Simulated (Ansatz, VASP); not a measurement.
## Two plane-wave programs on Cu

```
Cu
1.0
    -1.46489    1.46489    1.32349
     1.46489   -1.46489    1.32349
     1.46489    1.46489   -1.32349
Cu
1
Direct
  0.00000 0.00000 0.00000
```

Alike in both runs: task single point; functional PBEsol; k mesh 34 × 34 × 34; occupations gaussian, width 0.15 eV; no spin polarisation.

|  | VASP | Ansatz |
| --- | --- | --- |
| version | VASP 6.6.1 | Ansatz 0.2.0 |
| potentials or method | VASP PAW PBE potentials, release 64 (Cu), cutoff 520 eV | scalar-relativistic, plane waves, PAW |
| valence electrons in the cell | 11 | 19 |

Ansatz gave:

* gap on the k mesh at the Fermi level (eV): none
* pressure (GPa): 0.2
* traceless stress, the component that is largest in VASP (GPa): 0.77

What did VASP give for the same quantities?

gap on the k mesh at the Fermi level (eV): none; pressure (GPa): 1.2; traceless stress, the component that is largest in VASP (GPa): 0.79.

VASP's potentials were made for PBE, not for PBEsol. A gap of «none» marks a metal or a gap that the smearing closes. VASP's potentials hold 11 valence electrons a cell and Ansatz's 19, so a difference there can come from the potentials and not from the codes.
